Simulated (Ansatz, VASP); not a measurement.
**Two plane-wave programs on Os**

```
CELL_PARAMETERS angstrom
2.73488 0.00000 0.00000
-1.36744 2.36847 0.00000
0.00000 0.00000 4.32658
ATOMIC_POSITIONS crystal
Os 0.33333 0.66667 0.25000
Os 0.66667 0.33333 0.75000
```

Alike in both runs: functional PBE; dispersion D3(BJ); k mesh 18 × 18 × 10; occupations gaussian, width 0.1 eV; no spin polarisation.

Ansatz relaxed the structure, and its values are those at the end. VASP's run is a single point on that final structure, the one shown.

|  | VASP | Ansatz |
| --- | --- | --- |
| version | VASP 6.6.1 | Ansatz 0.2.0 |
| potentials or method | VASP PAW PBE potentials, release 64 (Os), cutoff 520 eV | scalar-relativistic, plane waves, PAW |
| valence electrons in the cell | 16 | 32 |

```tsv
	VASP	Ansatz	Ansatz less VASP
gap on the k mesh at the Fermi level (eV)	none	none	-
pressure (GPa)	0.0	0.0	0.00
```

A gap of «none» marks a metal or a gap that the smearing closes. VASP's potentials hold 16 valence electrons a cell and Ansatz's 32, so a difference there can come from the potentials and not from the codes.

Neither program's run includes spin-orbit coupling.
